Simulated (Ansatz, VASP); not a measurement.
## TaN in VASP and in Ansatz

File POSCAR:

```
TaN
1.0
    2.8461255956      0.0000000000      0.0000000000
   -1.4230627978      2.4648170681      0.0000000000
    0.0000000000      0.0000000000      3.0721312486
Ta N
1 1
Direct
    0.3333333333      0.6666666667      0.5000000000
    0.0000000000      0.0000000000      0.0000000000
```

The input INCAR.step1:

```
ALGO = Normal ; EDIFF = 1E-4
ENCUT = 520 ; GGA = PE
ISMEAR = 0 ; LASPH = T
LCHARG = F ; LREAL = F
LWAVE = T ; NBANDS = 15
NELM = 60 ; PREC = Accurate
SIGMA = 0.15
```

INCAR.step2

```
ALGO = Normal ; EDIFF = 1E-6
ENCUT = 520 ; ISIF = 2
ISMEAR = 0 ; ISTART = 1
LASPH = T ; LCHARG = F
LMIXTAU = T ; LREAL = F
LWAVE = F ; METAGGA = R2SCAN
NBANDS = 15 ; NELM = 60
PREC = Accurate ; SIGMA = 0.15
```

KPOINTS

```
k-points
0
Gamma
  24 24 18
```

Input for Ansatz:

```yaml
crystal:
  lattice:
    - [2.8461255956, 0.0, 0.0]
    - [-1.4230627978, 2.4648170681, 0.0]
    - [0.0, 0.0, 3.0721312486]
  atoms:
    - { symbol: Ta, position: [0.3333333333, 0.6666666667, 0.5] }
    - { symbol: "N", position: [0.0, 0.0, 0.0] }
basis:
  ecutwfc: 500
kpoints:
  mp_grid: { grid: [24, 24, 18] }
hamiltonian:
  xc: r2scan
scf:
  occupations: { method: gaussian, width: 0.15 }
output:
  forces: true
  stress: true
  eigenvalues: true
```

Alike in both runs: task single point; functional r2SCAN; k mesh 24 × 24 × 18; occupations gaussian, width 0.15 eV; no spin polarisation.

|  | VASP | Ansatz |
| --- | --- | --- |
| version | VASP 6.6.1 | Ansatz 0.2.0 |
| potentials or method | VASP PAW PBE potentials, release 64 (Ta_pv, N), cutoff 520 eV | scalar-relativistic, plane waves, PAW |
| valence electrons in the cell | 16 | 18 |

```tsv
	VASP	Ansatz	Ansatz less VASP
gap on the k mesh at the Fermi level (eV)	none	none	-
pressure (GPa)	0.7	-1.0	-1.62
traceless stress, the component that is largest in VASP (GPa)	-41.50	-41.63	-0.131
```

VASP's potentials were made for PBE, not for r2SCAN. A gap of «none» marks a metal or a gap that the smearing closes. The functional is the same, so the differences come from potentials, cutoffs and numerics. VASP's potentials hold 16 valence electrons a cell and Ansatz's 18, so a difference there can come from the potentials and not from the codes.

Spin-orbit coupling is off throughout.
